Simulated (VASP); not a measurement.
Runs of VASP 6.6.1 on AlN. The structure is that of space group P6_3/mmc (No. 194), or close to it. The cells are those of the table. 

| cell | gap on the mesh (eV) | pressure (GPa) |
| --- | --- | --- |
| a = 3.312, b = 3.312, c = 4.188 Å, angles 90.0, 90.0, 120.0°, 4 atoms | 3.86 | -5.6 |
| a = 3.356, b = 3.356, c = 4.243 Å, angles 90.0, 90.0, 120.0°, 4 atoms | 3.55 | -13.1 |
| a = 3.267, b = 3.267, c = 4.131 Å, angles 90.0, 90.0, 120.0°, 4 atoms | 4.18 | 3.5 |
| a = 3.174, b = 3.174, c = 4.013 Å, angles 90.0, 90.0, 120.0°, 4 atoms | 4.86 | 28.5 |
| a = 3.221, b = 3.221, c = 4.073 Å, angles 90.0, 90.0, 120.0°, 4 atoms | (c) | (b) |
| a = 3.398, b = 3.398, c = 4.296 Å, angles 90.0, 90.0, 120.0°, 4 atoms | (a) | -19.2 |
| a = 3.440, b = 3.440, c = 4.349 Å, angles 90.0, 90.0, 120.0°, 4 atoms | 2.97 | -24.2 |

Alike in all rows: task single point; level r2SCAN; potentials or basis VASP PAW PBE potentials, release 64 (Al, N); no spin polarisation; k mesh 6 × 6 × 4; cutoff (eV) 520; smearing gaussian 0.01 eV.

Problem. Fill in the values left out.

Solution. (a) 3.25; (b) 14.7; (c) 4.51.

Caveats: the PAW data sets were made with another functional, which shifts forces and pressure a little.

A k mesh can miss the band edges.
